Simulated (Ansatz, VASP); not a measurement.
Two plane-wave programs on Br

```xyz
2
Lattice="0.0000 4.2510 4.8213 2.1581 0.0000 4.8213 2.1581 4.2510 0.0000" Properties=species:S:1:pos:R:3 pbc="T T T"
Br    2.1581    4.2510    1.1764
Br    2.1581    4.2510    8.4661
```

Alike in both runs: functional PBE; k mesh 10 × 10 × 10; occupations gaussian, width 0.01 eV; no spin polarisation.

Ansatz relaxed the structure, and its values are those at the end. VASP's run is a single point on that final structure, the one shown.

|  | VASP | Ansatz |
| --- | --- | --- |
| version | VASP 6.6.1 | Ansatz 0.2.0 |
| potentials or method | VASP PAW PBE potentials, release 64 (Br), cutoff 520 eV | scalar-relativistic, plane waves, PAW |
| valence electrons in the cell | 14 | 14 |

VASP gave:

* gap on the k mesh at the Fermi level (eV): 0.29
* least direct gap on the mesh (eV): 0.29
* pressure (GPa): 0.0
* rms of the force components (eV/Å): 0.004

Estimate Ansatz's values.

gap on the k mesh at the Fermi level (eV): 0.29; least direct gap on the mesh (eV): 0.29; pressure (GPa): 0.0; rms of the force components (eV/Å): 0.001.
